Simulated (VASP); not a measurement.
# Rh12O in VASP: single point with PBE

Aim: the single point of Rh12O with PBE.

All numbers are computed with VASP 6.6.1; they aren't measurements. Logs are shortened: lines on timing, memory, paths and dates and some standing lists are left out, and cuts for length are marked.

### Step 1. The cell of the first run

The cell holds a slab with vacuum, 13 atoms: a = 5.417 Å, b = 5.417 Å, c = 19.797 Å, α = 90.00°, β = 90.00°, γ = 120.00°.

### Step 2. Single point, PBE

INCAR reads:

```
SYSTEM = Rh12O
PREC     = Accurate       ! precision mode
ENCUT    = 520            ! plane-wave cutoff, eV
EDIFF    = 1E-7           ! SCF threshold, eV
ISMEAR   = 0              ! smearing method
SIGMA    = 0.1            ! smearing width, eV
LREAL    = .FALSE.        ! projectors in reciprocal space
LASPH    = .TRUE.         ! aspherical terms in the spheres
NELM     = 80             ! most SCF steps
ALGO     = Normal         ! electronic algorithm
ISIF     = 2              ! what is computed and relaxed
LWAVE    = .FALSE.        ! write WAVECAR
LCHARG   = .FALSE.        ! write CHGCAR
LDIPOL   = .TRUE.       
IDIPOL   = 3            
DIPOL    = 0.5 0.5 0.324
GGA      = PE             ! functional
NBANDS   = 105            ! bands
```

KPOINTS reads:

```
Automatic mesh
0
G
  6 6 1
  0 0 0
```

POSCAR reads:

```
Rh12O
1.0
    5.4165863251      0.0000000000      0.0000000000
   -2.7082931626      4.6909013593      0.0000000000
    0.0000000000      0.0000000000     19.7966119230
Rh O
12 1
Direct
    0.3333333333      0.1666666667      0.2020547766
    0.3333333333      0.6666666667      0.2020547766
    0.8333333333      0.1666666667      0.2020547766
    0.8333333333      0.6666666667      0.2020547766
    0.1666666667      0.3333333333      0.3106031937
    0.1666666667      0.8333333333      0.3106031937
    0.6666666667      0.3333333333      0.3106031937
    0.6666666667      0.8333333333      0.3106031937
    0.0000000000      0.0000000000      0.4190925172
    0.0000000000      0.5000000000      0.4190925172
    0.5000000000      0.0000000000      0.4190925172
    0.5000000000      0.5000000000      0.4190925172
    0.3333333333      0.1666666667      0.4842774812
```

Potentials or basis: VASP PAW PBE potentials, release 64 (Rh_pv, O).

On the command line:

```bash
cat potpaw_PBE.64/Rh_pv/POTCAR potpaw_PBE.64/O/POTCAR > POTCAR
mpirun -np 1 vasp_std > vasp.out
```

OUTCAR:

```text
SYSTEM = Rh12O
   PREC = Accurate
   ENCUT = 520
   EDIFF = 1E-7
   ISMEAR = 0
   LREAL = .FALSE.
   LASPH = .TRUE.
   NELM = 80
   ISIF = 2
   GGA = PE

 ion  position               nearest neighbor table
   1  0.333  0.167  0.202-   5 2.66   7 2.66   6 2.66   4 2.71   4 2.71   3 2.71   3 2.71   2 2.71
                             2 2.71
   2  0.333  0.667  0.202-   6 2.66   8 2.66   5 2.66   3 2.71   3 2.71   4 2.71   4 2.71   1 2.71
                             1 2.71
   3  0.833  0.167  0.202-   7 2.66   5 2.66   8 2.66   2 2.71   2 2.71   1 2.71   1 2.71   4 2.71
                             4 2.71
   4  0.833  0.667  0.202-   8 2.66   6 2.66   7 2.66   1 2.71   1 2.71   2 2.71   2 2.71   3 2.71
                             3 2.71
   5  0.167  0.333  0.311-  12 2.66   9 2.66  10 2.66   1 2.66   3 2.66   2 2.66   8 2.71   8 2.71
                             7 2.71   7 2.71   6 2.71   6 2.71
   6  0.167  0.833  0.311-  11 2.66  10 2.66   9 2.66   2 2.66   4 2.66   1 2.66   7 2.71   7 2.71
                             8 2.71   8 2.71   5 2.71   5 2.71
   7  0.667  0.333  0.311-  10 2.66  11 2.66  12 2.66   3 2.66   1 2.66   4 2.66   6 2.71   6 2.71
                             5 2.71   5 2.71   8 2.71   8 2.71
   8  0.667  0.833  0.311-   9 2.66  12 2.66  11 2.66   4 2.66   2 2.66   3 2.66   5 2.71   5 2.71
                             6 2.71   6 2.71   7 2.71   7 2.71
   9  0.000  0.000  0.419-  13 2.03   8 2.66   5 2.66   6 2.66  12 2.71  12 2.71  11 2.71  11 2.71
                            10 2.71  10 2.71
  10  0.000  0.500  0.419-   7 2.66   6 2.66   5 2.66  11 2.71  11 2.71  12 2.71  12 2.71   9 2.71
                             9 2.71
  11  0.500  0.000  0.419-  13 2.03   6 2.66   7 2.66   8 2.66  10 2.71  10 2.71   9 2.71   9 2.71
                            12 2.71  12 2.71
  12  0.500  0.500  0.419-  13 2.03   5 2.66   8 2.66   7 2.66   9 2.71   9 2.71  10 2.71  10 2.71
                            11 2.71  11 2.71
  13  0.333  0.167  0.484-   9 2.03  12 2.03  11 2.03

  LATTYP: Found a hexagonal cell.
 ALAT       =     5.4165863251
 C/A-ratio  =     3.6548133335

  Lattice vectors:

 A1 = (   5.4165863251,   0.0000000000,   0.0000000000)
 A2 = (  -2.7082931626,   4.6909013593,   0.0000000000)
 A3 = (   0.0000000000,   0.0000000000,  19.7966119230)

Analysis of symmetry for initial positions (statically):
=====================================================================
 Subroutine PRICEL returns:
 Original cell was already a primitive cell.

 Routine SETGRP: Setting up the symmetry group for a
 hexagonal supercell.

 Subroutine GETGRP returns: Found  6 space group operations
 (whereof  2 operations were pure point group operations)
 out of a pool of 24 trial point group operations.

The static configuration has the point symmetry C_1h.
 The point group associated with its full space group is C_3v.

Analysis of symmetry for dynamics (positions and initial velocities):
=====================================================================
 Subroutine PRICEL returns:
 Original cell was already a primitive cell.

 Routine SETGRP: Setting up the symmetry group for a
 hexagonal supercell.

 Subroutine GETGRP returns: Found  6 space group operations
 (whereof  2 operations were pure point group operations)
 out of a pool of 24 trial point group operations.

The dynamic configuration has the point symmetry C_1h.
 The point group associated with its full space group is C_3v.

 Subroutine INISYM returns: Found  6 space group operations
 (whereof  2 operations are pure point group operations),
 and found     1 'primitive' translations

----------------------------------------------------------------------------------------

                                     Primitive cell

  volume of cell :     503.0056

  direct lattice vectors                    reciprocal lattice vectors
     5.416586325  0.000000000  0.000000000     0.184618123  0.106589323  0.000000000
    -2.708293163  4.690901359  0.000000000     0.000000000  0.213178646  0.000000000
     0.000000000  0.000000000 19.796611923     0.000000000  0.000000000  0.050513694

  length of vectors
     5.416586325  5.416586325 19.796611923     0.213178646  0.213178646  0.050513694

  position of ions in fractional coordinates (direct lattice)
     0.333333333  0.166666667  0.202054777
     0.333333333  0.666666667  0.202054777
     0.833333333  0.166666667  0.202054777
     0.833333333  0.666666667  0.202054777
     0.166666667  0.333333333  0.310603194
     0.166666667  0.833333333  0.310603194
[... 47 lines left out ...]

 Found      7 irreducible k-points:

 Following reciprocal coordinates:
            Coordinates               Weight
  0.000000  0.000000  0.000000      1.000000
  0.166667  0.000000  0.000000      6.000000
  0.333333  0.000000  0.000000      6.000000
  0.500000  0.000000  0.000000      3.000000
  0.166667  0.166667  0.000000      6.000000
  0.333333  0.166667  0.000000     12.000000
  0.333333  0.333333  0.000000      2.000000
   k-points           NKPTS =      7   k-points in BZ     NKDIM =      7   number of bands    NBANDS=    105
   number of dos      NEDOS =    301   number of ions     NIONS =     13
   total plane-waves  NPLWV = 240000
   dimension x,y,z NGX =    40 NGY =   40 NGZ =  150
   dimension x,y,z NGXF=    80 NGYF=   80 NGZF=  300
   ions per type =              12   1
   NGX,Y,Z   is equivalent  to a cutoff of  12.28, 12.28, 12.60 a.u.
   NGXF,Y,Z  is equivalent  to a cutoff of  24.55, 24.55, 25.19 a.u.
 SYSTEM =  Rh12O
   PREC   = accura    normal or accurate (medium, high low for compatibility)
   ISTART =      0    job   : 0-new  1-cont  2-samecut
   ICHARG =      2    charge: 1-file 2-atom 10-const
   ISPIN  =      1    spin polarized calculation?
   LNONCOLLINEAR =      F non collinear calculations
   LSORBIT =      F    spin-orbit coupling
   LASPH  =      T    aspherical Exc in radial PAW
   ENCUT  =  520.0 eV  38.22 Ry    6.18 a.u.  10.07 10.07 36.81*2*pi/ulx,y,z
   NELM   =     80;   NELMIN=  2; NELMDL= -5     # of ELM steps
   EDIFF  = 0.1E-06   stopping-criterion for ELM
   LREAL  =      F    real-space projection
   EDIFFG = 0.1E-05   stopping-criterion for IOM
   NSW    =      0    number of steps for IOM
   IBRION =     -1    ionic relax: 0-MD 1-quasi-New 2-CG
   NFREE  =      0    steps in history (QN), initial steepest desc. (CG)
   ISIF   =      2    stress and relaxation
   ISYM   =      2    0-nonsym 1-usesym 2-fastsym
   POTIM  = 0.5000    time-step for ionic-motion
   TEBEG  =    0.0;   TEEND  =   0.0 temperature during run
   PSTRESS=    0.0 pullay stress
   NELECT =     186.0000    total number of electrons
   NUPDOWN=      -1.0000    fix difference up-down
   EMIN   =  10.00;   EMAX   =-10.00  energy-range for DOS
   EFERMI =   0.00;   METHOD = LEGACY
   ISMEAR =     0;   SIGMA  =   0.10  broadening in eV -4-tet -1-fermi 0-gaus
   EFERMI_NEDOS =   21; number of points for ismear=-14 and -15
   IALGO  =     38    algorithm
   IMIX   =      4    mixing-type and parameters
     AMIX     =   0.40;   BMIX     =  1.00
     AMIX_MAG =   1.60;   BMIX_MAG =  1.00
  volume/ion in A,a.u.               =      38.69       261.11
  Fermi-wavevector in a.u.,A,eV,Ry     =   1.175046  2.220515 18.786014  1.380733
  Thomas-Fermi vector in A             =   2.311433
   LORBIT       =      0    0 simple, 1 ext, 2 COOP (PROOUT), +10 PAW based schemes
   GGA     = PE    functional components
   LHFCALC =     F    Hartree Fock is set to
   AEXX    =    0.0000 exact exchange contribution
   IVDW    =     0    specifies the selected vdW correction
   LEPSILON=     F    determine dielectric tensor
   LRPA    =     F    only Hartree local field effects (RPA)
 non-spin polarized calculation
 Gauss-broadening in eV      SIGMA  =   0.10
  energy-cutoff  :      520.00
  volume of cell :      503.01
 maximum number of plane-waves:     13567
   NGX = 21   NGY = 21   NGZ = 73

 dipolmoment           0.000000      0.000000     -0.041482 electrons x Angstroem

 number of electron     186.0000007 magnetization

 dipolmoment           0.000000      0.000000      0.085144 electrons x Angstroem

 Free energy of the ion-electron system (eV)
  ---------------------------------------------------
  ext. energy  EPLUGINS =         0.00000000
  ---------------------------------------------------
  free energy    TOTEN  =       -87.54482592 eV

  energy without entropy =      -87.44084155  energy(sigma->0) =      -87.49283373

 E-fermi :   0.4392     XC(G=0):  -5.6610

 val. band max:        0.4373105282   @ k =   0.1667   0.0000   0.0000
 cond. band min:       0.4537701264   @ k =   0.1667   0.1667   0.0000
 fundamental gap:      0.0164595982
 Fermi energy:         0.4391900307

 k-point     1 :       0.0000    0.0000    0.0000
  band No.  band energies     occupation
      1     -46.6983      2.00000
      2     -46.6774      2.00000
      3     -46.6433      2.00000
      4     -46.6433      2.00000
      5     -46.5925      2.00000
      6     -46.5315      2.00000
[... 745 lines left out ...]
    104       1.4054      0.00000
    105       1.9877      0.00000

------------------------ aborting loop because EDIFF is reached ----------------------------------------

 vacuum level on the upper side and lower side of the slab       (xc-potential included)         0.288        -0.302

  FORCE on cell =-STRESS in cart. coord.  units (eV):
  Direction    XX          YY          ZZ          XY          YZ          ZX
  --------------------------------------------------------------------------------------
  -------------------------------------------------------------------------------------
  Total       -5.3444594     -5.3444594      3.6653403      0.0000000      0.0000000      0.0000000
  in kB      -17.0232126    -17.0232126     11.6748698      0.0000000      0.0000000      0.0000000
  external PRESSURE =      -7.4571851 kB  Pullay stress =       0.0000000 kB

 VOLUME and BASIS-vectors are now :
 -----------------------------------------------------------------------------
  energy-cutoff  :      520.00
  volume of cell :      503.01
      direct lattice vectors                 reciprocal lattice vectors
     5.416586325  0.000000000  0.000000000     0.184618123  0.106589323  0.000000000
    -2.708293163  4.690901359  0.000000000     0.000000000  0.213178646  0.000000000
     0.000000000  0.000000000 19.796611923     0.000000000  0.000000000  0.050513694

 POSITION                                       TOTAL-FORCE (eV/Angst)
 -----------------------------------------------------------------------------------
      1.35415      0.78182      4.00000         0.000000      0.000000     -0.097309
     -0.00000      3.12727      4.00000        -0.192916     -0.111380     -0.061133
      4.06244      0.78182      4.00000        -0.000000      0.222760     -0.061133
      2.70829      3.12727      4.00000         0.192916     -0.111380     -0.061133
      0.00000      1.56363      6.14889        -0.152517      0.088056     -0.449685
     -1.35415      3.90908      6.14889         0.000000     -0.176111     -0.449685
      2.70829      1.56363      6.14889         0.152517      0.088056     -0.449685
      1.35415      3.90908      6.14889         0.000000      0.000000      0.177311
      0.00000      0.00000      8.29661        -0.114268     -0.065973      0.462550
     -1.35415      2.34545      8.29661         0.000000      0.000000      0.015399
      2.70829      0.00000      8.29661         0.114268     -0.065973      0.462550
      1.35415      2.34545      8.29661        -0.000000      0.131945      0.462550
      1.35415      0.78182      9.58705         0.000000      0.000000      0.049400
 -----------------------------------------------------------------------------------
    total drift:                               -0.000004      0.000002      0.000577

  FREE ENERGIE OF THE ION-ELECTRON SYSTEM (eV)
  ---------------------------------------------------
  free  energy   TOTEN  =       -87.5448259163 eV

  energy  without entropy=      -87.4408415529  energy(sigma->0) =      -87.49283373

 vacuum level on the upper side and lower side of the slab         6.140         5.523
```

Run time: 16 min. Hardware: 1 thread of AMD EPYC 7R43 (Zen 3), shared host; peak memory 0.61 GiB.

What came out:

```
Free energy            : -87.5448 eV
Largest force          : 0.483 eV/Å
Band gap on the k mesh : zero (bands 93 and 94 overlap by 0.88 eV)
```

Forces in eV/Å, atoms in the order of the input:
```
Rh   0.000  0.000 -0.097
Rh  -0.193 -0.111 -0.061
Rh   0.000  0.223 -0.061
Rh   0.193 -0.111 -0.061
Rh  -0.153  0.088 -0.450
Rh   0.000 -0.176 -0.450
Rh   0.153  0.088 -0.450
Rh   0.000  0.000  0.177
Rh  -0.114 -0.066  0.463
Rh   0.000  0.000  0.015
Rh   0.114 -0.066  0.463
Rh   0.000  0.132  0.463
O    0.000  0.000  0.049
```
